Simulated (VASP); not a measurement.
# Mn (Im-3m) in VASP: single point with LDA

Aim: the single point of Mn with LDA.

Program: VASP 6.6.1. These are calculated values, not measurements. Logs are shortened: lines on timing, memory, paths and dates and some standing lists are left out, and cuts for length are marked.

## Step 1: The cell of the first run

The structure is cubic, space group Im-3m (No. 229). Conventional cell: a = 2.832 Å, b = 2.832 Å, c = 2.832 Å, α = 90.00°, β = 90.00°, γ = 90.00°. Within 3.2 Å of Mn (site symmetry m-3m) lie 14 Mn at 2.45 to 2.83 Å.

## Step 2: Single point, LDA, non-collinear spin, typed start

Input file INCAR:

```
  ALGO = Normal
  EDIFF = 1E-6
  ENCUT = 500
  GGA_COMPAT = F
  ISIF = 2
  ISMEAR = 0
  LASPH = T
  LCHARG = F
  LMAXMIX = 4
  LNONCOLLINEAR = T
  LORBIT = 11
  LREAL = F
  LWAVE = F
  MAGMOM = 0.109 1.216 -1.034 0.497 -1.315 2.305 -1.895 0.98 -1.814 0.835 -1.851 -1.081
  NBANDS = 66
  NELM = 200
  PREC = Accurate
  SIGMA = 0.05
```

Input file KPOINTS:

```
k-points
0
Gamma
  3 3 2
```

Input file POSCAR:

```
Mn
1.0
    2.8323240000      0.0000000000      0.0000000000
    0.0000000000      2.8323240000      0.0000000000
    0.0000000000      0.0000000000      5.6645482000
Mn
4
Direct
    0.0000000000      0.0000000000      0.0000000000
    0.5000000000      0.5000000000      0.2500000000
    0.0000000000      0.0000000000      0.5000000000
    0.5000000000      0.5000000000      0.7500000000
```

Potentials or basis: VASP PAW LDA potentials, release 64 (Mn_pv).

The run is started by

```sh
cat potpaw_LDA.64/Mn_pv/POTCAR > POTCAR
mpirun -np 1 vasp_ncl > vasp.out
```

OUTCAR:

```text
EDIFF = 1E-6
   ENCUT = 500
   ISIF = 2
   ISMEAR = 0
   LASPH = T
   LNONCOLLINEAR = T
   LORBIT = 11
   LREAL = F
   NELM = 200
   PREC = Accurate

 ion  position               nearest neighbor table
   1  0.000  0.000  0.000-   2 2.45   4 2.45   2 2.45   4 2.45   2 2.45   4 2.45   2 2.45   4 2.45
                             3 2.83   3 2.83
   2  0.500  0.500  0.250-   1 2.45   3 2.45   1 2.45   3 2.45   1 2.45   3 2.45   1 2.45   3 2.45
                             4 2.83   4 2.83
   3  0.000  0.000  0.500-   2 2.45   4 2.45   2 2.45   4 2.45   2 2.45   4 2.45   2 2.45   4 2.45
                             1 2.83   1 2.83
   4  0.500  0.500  0.750-   1 2.45   3 2.45   1 2.45   3 2.45   1 2.45   3 2.45   1 2.45   3 2.45
                             2 2.83   2 2.83

  LATTYP: Found a simple tetragonal cell.
 ALAT       =     2.8323240000
 C/A-ratio  =     1.9999647639

  Lattice vectors:

 A1 = (   2.8323240000,   0.0000000000,   0.0000000000)
 A2 = (   0.0000000000,   2.8323240000,   0.0000000000)
 A3 = (   0.0000000000,   0.0000000000,   5.6645482000)

Analysis of symmetry for initial positions (statically):
=====================================================================
 Subroutine PRICEL returns following result:

  LATTYP: Found a body centered tetragonal cell.
 ALAT       =     2.8323240000
 C/A-ratio  =     0.9999823820

  Lattice vectors:

 A1 = (  -1.4161620000,  -1.4161620000,  -1.4161370500)
 A2 = (   1.4161620000,   1.4161620000,  -1.4161370500)
 A3 = (   1.4161620000,  -1.4161620000,   1.4161370500)

   4 primitive cells build up your supercell.

 Routine SETGRP: Setting up the symmetry group for a
 simple tetragonal supercell.

 Subroutine GETGRP returns: Found 16 space group operations
 (whereof 16 operations were pure point group operations)
 out of a pool of 16 trial point group operations.

The static configuration has the point symmetry D_4h.

Analysis of symmetry for dynamics (positions and initial velocities):
=====================================================================
 Subroutine PRICEL returns following result:

  LATTYP: Found a body centered tetragonal cell.
 ALAT       =     2.8323240000
 C/A-ratio  =     0.9999823820

  Lattice vectors:

 A1 = (  -1.4161620000,  -1.4161620000,  -1.4161370500)
 A2 = (   1.4161620000,   1.4161620000,  -1.4161370500)
 A3 = (   1.4161620000,  -1.4161620000,   1.4161370500)

   4 primitive cells build up your supercell.

 Routine SETGRP: Setting up the symmetry group for a
 simple tetragonal supercell.

 Subroutine GETGRP returns: Found 16 space group operations
 (whereof 16 operations were pure point group operations)
 out of a pool of 16 trial point group operations.

The dynamic configuration has the point symmetry D_4h.

Analysis of structural, dynamic, and magnetic symmetry:
=====================================================================
 Subroutine PRICEL returns:
 Original cell was already a primitive cell.

 Routine SETGRP: Setting up the symmetry group for a
 simple tetragonal supercell.

 Subroutine GETGRP returns: Found  1 space group operations
 (whereof  1 operations were pure point group operations)
 out of a pool of 16 trial point group operations.

The overall configuration has the point symmetry C_1 .

 Subroutine INISYM returns: Found  1 space group operations
 (whereof  1 operations are pure point group operations),
 and found     1 'primitive' translations

----------------------------------------------------------------------------------------

                                     Primitive cell

  volume of cell :      45.4413

  direct lattice vectors                    reciprocal lattice vectors
     2.832324000  0.000000000  0.000000000     0.353066951  0.000000000  0.000000000
     0.000000000  2.832324000  0.000000000     0.000000000  0.353066951  0.000000000
     0.000000000  0.000000000  5.664548200     0.000000000  0.000000000  0.176536586

  length of vectors
     2.832324000  2.832324000  5.664548200     0.353066951  0.353066951  0.176536586

  position of ions in fractional coordinates (direct lattice)
     0.000000000  0.000000000  0.000000000
     0.500000000  0.500000000  0.250000000
     0.000000000  0.000000000  0.500000000
     0.500000000  0.500000000  0.750000000

  ion indices of the primitive-cell ions
   primitive index   ion index
                 1           1
                 2           2
                 3           3
                 4           4

----------------------------------------------------------------------------------------

 KPOINTS: k-points

Automatic generation of k-mesh.
 Grid dimensions read from file:
 generate k-points for:    3    3    2

 Generating k-lattice:

  Cartesian coordinates                     Fractional coordinates (reciprocal lattice)
     0.117688984  0.000000000  0.000000000     0.333333333  0.000000000  0.000000000
     0.000000000  0.117688984  0.000000000     0.000000000  0.333333333  0.000000000
     0.000000000  0.000000000  0.088268293     0.000000000  0.000000000  0.500000000

  Length of vectors
     0.117688984  0.117688984  0.088268293

  Shift w.r.t. Gamma in fractional coordinates (k-lattice)
     0.000000000  0.000000000  0.000000000

 Subroutine IBZKPT returns following result:
 ===========================================

 Found     18 irreducible k-points:

 Following reciprocal coordinates:
            Coordinates               Weight
  0.000000  0.000000  0.000000      1.000000
  0.333333  0.000000  0.000000      1.000000
 -0.333333  0.000000  0.000000      1.000000
  0.000000  0.333333  0.000000      1.000000
  0.000000 -0.333333  0.000000      1.000000
  0.333333  0.333333  0.000000      1.000000
[... 10 lines left out ...]
 -0.333333  0.333333  0.500000      1.000000
  0.333333 -0.333333  0.500000      1.000000
   k-points           NKPTS =     18   k-points in BZ     NKDIM =     18   number of bands    NBANDS=     66
   number of dos      NEDOS =    301   number of ions     NIONS =      4
   total plane-waves  NPLWV =  24192
   dimension x,y,z NGX =    24 NGY =   24 NGZ =   42
   dimension x,y,z NGXF=    48 NGYF=   48 NGZF=   84
   ions per type =               4
   NGX,Y,Z   is equivalent  to a cutoff of  14.09, 14.09, 12.33 a.u.
   NGXF,Y,Z  is equivalent  to a cutoff of  28.17, 28.17, 24.65 a.u.
 SYSTEM =  unknown system
   PREC   = accura    normal or accurate (medium, high low for compatibility)
   ISTART =      0    job   : 0-new  1-cont  2-samecut
   ICHARG =      2    charge: 1-file 2-atom 10-const
   ISPIN  =      1    spin polarized calculation?
   LNONCOLLINEAR =      T non collinear calculations
   LSORBIT =      F    spin-orbit coupling
   LASPH  =      T    aspherical Exc in radial PAW
   ENCUT  =  500.0 eV  36.75 Ry    6.06 a.u.   5.16  5.16 10.33*2*pi/ulx,y,z
   NELM   =    200;   NELMIN=  2; NELMDL= -5     # of ELM steps
   EDIFF  = 0.1E-05   stopping-criterion for ELM
   LREAL  =      F    real-space projection
   EDIFFG = 0.1E-04   stopping-criterion for IOM
   NSW    =      0    number of steps for IOM
   IBRION =     -1    ionic relax: 0-MD 1-quasi-New 2-CG
   NFREE  =      0    steps in history (QN), initial steepest desc. (CG)
   ISIF   =      2    stress and relaxation
   ISYM   =      2    0-nonsym 1-usesym 2-fastsym
   POTIM  = 0.5000    time-step for ionic-motion
   TEBEG  =    0.0;   TEEND  =   0.0 temperature during run
   PSTRESS=    0.0 pullay stress
   NELECT =      52.0000    total number of electrons
   NUPDOWN=      -1.0000    fix difference up-down
   EMIN   =  10.00;   EMAX   =-10.00  energy-range for DOS
   EFERMI =   0.00;   METHOD = LEGACY
   ISMEAR =     0;   SIGMA  =   0.05  broadening in eV -4-tet -1-fermi 0-gaus
   EFERMI_NEDOS =   21; number of points for ismear=-14 and -15
   IALGO  =     38    algorithm
   IMIX   =      4    mixing-type and parameters
     AMIX     =   0.40;   BMIX     =  1.00
     AMIX_MAG =   1.60;   BMIX_MAG =  1.00
  volume/ion in A,a.u.               =      11.36        76.66
  Fermi-wavevector in a.u.,A,eV,Ry     =   1.712349  3.235870 39.894165  2.932138
  Thomas-Fermi vector in A             =   2.790294
   LORBIT       =     11    0 simple, 1 ext, 2 COOP (PROOUT), +10 PAW based schemes
   GGA     = CA    functional components
   LHFCALC =     F    Hartree Fock is set to
   AEXX    =    0.0000 exact exchange contribution
   IVDW    =     0    specifies the selected vdW correction
   LEPSILON=     F    determine dielectric tensor
   LRPA    =     F    only Hartree local field effects (RPA)
 Gauss-broadening in eV      SIGMA  =   0.05
  energy-cutoff  :      500.00
  volume of cell :       45.44
 maximum number of plane-waves:      2346
 NGX is ok and might be reduce to    24
   NGX = 11   NGY = 11   NGZ = 21

 number of electron      52.0000055 magnetization      -0.0747728     -0.3797774     -0.0579805

 number of electron      52.0000054 magnetization      -0.3279938     -0.7852742      0.1623701

 Free energy of the ion-electron system (eV)
  ---------------------------------------------------
  ext. energy  EPLUGINS =         0.00000000
  ---------------------------------------------------
  free energy    TOTEN  =       -39.83485172 eV

  energy without entropy =      -39.82502871  energy(sigma->0) =      -39.82994022

 E-fermi :   9.7951     XC(G=0): -14.0409

 val. band max:        9.7823008487   @ k =  -0.3333   0.0000   0.0000
 cond. band min:       9.8292071102   @ k =   0.3333  -0.3333   0.0000
 fundamental gap:      0.0469062615
 Fermi energy:         9.7950662331

 k-point     1 :       0.0000    0.0000    0.0000
  band No.  band energies     occupation
      1     -38.3894      1.00000
      2     -38.3447      1.00000
      3     -38.3447      1.00000
      4     -38.2749      1.00000
      5     -38.2748      1.00000
      6     -38.1541      1.00000
[... 56 lines left out ...]
     63      11.1921      0.00000
     64      11.2322      0.00000

 k-point     2 :       0.3333    0.0000    0.0000
  band No.  band energies     occupation
      1     -38.5098      1.00000
      2     -38.5098      1.00000
      3     -38.3150      1.00000
      4     -38.2845      1.00000
      5     -38.2845      1.00000
      6     -38.2699      1.00000
[... 56 lines left out ...]
     63      11.2165      0.00000
     64      11.2165      0.00000

 k-point     3 :      -0.3333    0.0000    0.0000
  band No.  band energies     occupation
      1     -38.5098      1.00000
      2     -38.5098      1.00000
      3     -38.3150      1.00000
      4     -38.2845      1.00000
      5     -38.2845      1.00000
      6     -38.2699      1.00000
[... 994 lines left out ...]
     63      10.6336      0.00000
     64      10.6336      0.00000

 k-point    18 :       0.3333   -0.3333    0.5000
  band No.  band energies     occupation
      1     -38.4029      1.00000
      2     -38.4029      1.00000
      3     -38.3995      1.00000
      4     -38.3995      1.00000
      5     -38.3187      1.00000
      6     -38.3187      1.00000
[... 56 lines left out ...]
     63      10.6336      0.00000
     64      10.6336      0.00000
 [bands above 64 left out]

------------------------ aborting loop because EDIFF is reached ----------------------------------------

  FORCE on cell =-STRESS in cart. coord.  units (eV):
  Direction    XX          YY          ZZ          XY          YZ          ZX
  --------------------------------------------------------------------------------------
  -------------------------------------------------------------------------------------
  Total       -9.1861528     -9.1861592     -7.2417421     -0.0000082      0.0000019     -0.0000068
  in kB     -323.8866922   -323.8869206   -255.3303833     -0.0002888      0.0000672     -0.0002384
  external PRESSURE =    -301.0346653 kB  Pullay stress =       0.0000000 kB

 VOLUME and BASIS-vectors are now :
 -----------------------------------------------------------------------------
  energy-cutoff  :      500.00
  volume of cell :       45.44
      direct lattice vectors                 reciprocal lattice vectors
     2.832324000  0.000000000  0.000000000     0.353066951  0.000000000  0.000000000
     0.000000000  2.832324000  0.000000000     0.000000000  0.353066951  0.000000000
     0.000000000  0.000000000  5.664548200     0.000000000  0.000000000  0.176536586

 POSITION                                       TOTAL-FORCE (eV/Angst)
 -----------------------------------------------------------------------------------
      0.00000      0.00000      0.00000        -0.000000      0.000000     -0.000062
      1.41616      1.41616      1.41614         0.000001     -0.000000     -0.000008
      0.00000      0.00000      2.83227         0.000000     -0.000000      0.000040
      1.41616      1.41616      4.24841        -0.000002     -0.000000      0.000031
 -----------------------------------------------------------------------------------
    total drift:                               -0.000001      0.000000     -0.000007

  FREE ENERGIE OF THE ION-ELECTRON SYSTEM (eV)
  ---------------------------------------------------
  free  energy   TOTEN  =       -39.8348517239 eV

  energy  without entropy=      -39.8250287063  energy(sigma->0) =      -39.82994022

 total charge

# of ion       s       p       d       tot
------------------------------------------
    1        0.406   6.367   5.105  11.879
    2        0.406   6.367   5.105  11.879
    3        0.406   6.367   5.105  11.879
    4        0.406   6.367   5.105  11.879
--------------------------------------------------
tot          1.623  25.470  20.422  47.515

 magnetization (x)

# of ion       s       p       d       tot
------------------------------------------
    1        0.000   0.001  -0.083  -0.082
    2        0.000   0.001  -0.083  -0.081
    3        0.000   0.001  -0.084  -0.083
    4        0.000   0.001  -0.083  -0.081
--------------------------------------------------
tot          0.002   0.005  -0.333  -0.327

 magnetization (y)

# of ion       s       p       d       tot
------------------------------------------
    1        0.001   0.003  -0.199  -0.196
    2        0.001   0.003  -0.200  -0.196
    3        0.001   0.003  -0.199  -0.195
    4        0.001   0.003  -0.200  -0.196
--------------------------------------------------
tot          0.004   0.012  -0.798  -0.782

 magnetization (z)

# of ion       s       p       d       tot
------------------------------------------
    1       -0.000  -0.001   0.041   0.040
    2       -0.000  -0.001   0.041   0.040
    3       -0.000  -0.001   0.041   0.040
    4       -0.000  -0.001   0.042   0.041
--------------------------------------------------
tot         -0.001  -0.002   0.165   0.162
```

Wall time 7 min (1 thread of Intel Xeon 8259CL, shared host); peak memory 0.25 GiB.

What came out:

```yaml
Free_energy: -39.8349 eV
Pressure: -30.1 GPa
Band_gap_on_the_k_mesh: zero (band 52 reaches 10.05 eV, above the bottom of band 53 at 9.65 eV)
Net_moment: 0.87 μB per cell
Valence_electrons_inside_the_program's_atomic_spheres: Mn 11.88
```

Stress tensor (GPa, compression positive):
```
-32.39   0.00   0.00
  0.00 -32.39   0.00
  0.00   0.00 -25.53
```

Moments on the atoms (μB; x, y, z):
```
Mn  -0.08 -0.20  0.04
Mn  -0.08 -0.20  0.04
Mn  -0.08 -0.20  0.04
Mn  -0.08 -0.20  0.04
```

Caveat: the k points lie up to 0.74 Å⁻¹ apart.
